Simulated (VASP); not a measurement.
A run of VASP 6.6.1:

File INCAR:

```
PREC     = Accurate       # precision mode
ENCUT    = 600            # plane-wave cutoff, eV
EDIFF    = 1E-6           # SCF threshold, eV
ISMEAR   = -1             # smearing method
SIGMA    = 0.1            # smearing width, eV
LREAL    = False          # projectors in reciprocal space
LASPH    = True           # aspherical terms in the spheres
NELM     = 100            # most SCF steps
ALGO     = Normal         # electronic algorithm
ISIF     = 3              # what is computed and relaxed
LWAVE    = False          # write WAVECAR
LCHARG   = False          # write CHGCAR
GGA      = PS             # functional
IBRION   = 2              # ionic algorithm
NSW      = 80             # ionic steps
EDIFFG   = -0.03          # ionic threshold
```

The input KPOINTS:

```
Automatic mesh
0
Gamma
  12 12 12
```

Contents of POSCAR:

```
C
1.0
    1.2280290000      0.7090030000      3.3470110000
   -1.2280290000      0.7090030000      3.3470110000
    0.0000000000     -1.4180050000      3.3470110000
C
2
Direct
    0.8360000000      0.8360000000      0.8360000000
    0.1640000000      0.1640000000      0.1640000000
```

Potentials or basis: VASP PAW PBE potentials, release 64 (C).

The run is started by

```console
$ cat potpaw_PBE.64/C/POTCAR > POTCAR
$ mpirun -np 1 vasp_std > vasp.out
```

Hardware: 1 thread of Intel(R) Xeon(R) Platinum 8559C (Emerald Rapids), on a shared host.

Q: Estimate the wall time of this run.

A: Run time: 2.5 min on 1 thread of Intel(R) Xeon(R) Platinum 8559C (Emerald Rapids) (shared host), peak memory 0.17 GiB. Counts: scf iterations 65, k points 189, ion steps 11.
